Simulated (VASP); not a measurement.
Wanted: the native input for a VASP 6.6.1 run.

- Task: single point
- Functional: PBE
- Dispersion: D3(BJ)
- Potentials or basis: VASP PAW PBE potentials, release 64 (Pb_d, S)
- Cutoff: 520 eV
- k mesh: 12 × 12 × 12
- Occupations: gaussian, width 0.1 eV
- Spin: no spin polarisation
- Dipole correction: no
- Further INCAR settings: ALGO = Normal; EDIFF = 1e-07; NBANDS = 17

The structure of PbS lies in POSCAR:

```
PbS
1.0
    4.0604739769      0.0000000000      0.0000000000
   -2.0302369885      3.5164736154      0.0000000000
    0.0000000000      0.0000000000      3.7852435661
Pb S
1 1
Direct
    0.0000000000      0.0000000000      0.0000000000
    0.6666666667      0.3333333333      0.5000000000
```

This cell differs from its parent crystal: volume scaled by 1.03, then relaxed in part.

These files were run (other wordings do the same):

INCAR

```
SYSTEM = PbS
PREC     = Accurate       ! precision mode
ENCUT    = 520            ! plane-wave cutoff, eV
EDIFF    = 1E-7           ! SCF threshold, eV
ISMEAR   = 0              ! smearing method
SIGMA    = 0.1            ! smearing width, eV
LREAL    = .FALSE.        ! projectors in reciprocal space
LASPH    = .TRUE.         ! aspherical terms in the spheres
NELM     = 60             ! most SCF steps
ALGO     = Normal         ! electronic algorithm
ISIF     = 2              ! what is computed and relaxed
LWAVE    = .FALSE.        ! write WAVECAR
LCHARG   = .FALSE.        ! write CHGCAR
GGA      = PE             ! functional
IVDW     = 12             ! dispersion correction
NBANDS   = 17             ! bands
```

KPOINTS

```
regular mesh
0
G
  12 12 12
  0 0 0
```

Potentials or basis: VASP PAW PBE potentials, release 64 (Pb_d, S).

Command:

```sh
$ cat potpaw_PBE.64/Pb_d/POTCAR potpaw_PBE.64/S/POTCAR > POTCAR
$ mpirun -np 1 vasp_std > vasp.out
```

It gave:

```
Pressure                   : -1.5 GPa
Band gap on the k mesh     : zero (band 10 reaches 5.49 eV, above the bottom of band 11 at 4.96 eV)
Dispersion energy per atom : -0.335 eV
```

Caveat: spin-orbit coupling is left out, which moves the levels of the heavy elements; pairwise dispersion overbinds metals, which lowers pressure and volume.

Wall time 54 s on 1 thread of AMD EPYC 9R14 (Zen 4), on a shared host, peak memory 0.23 GiB.
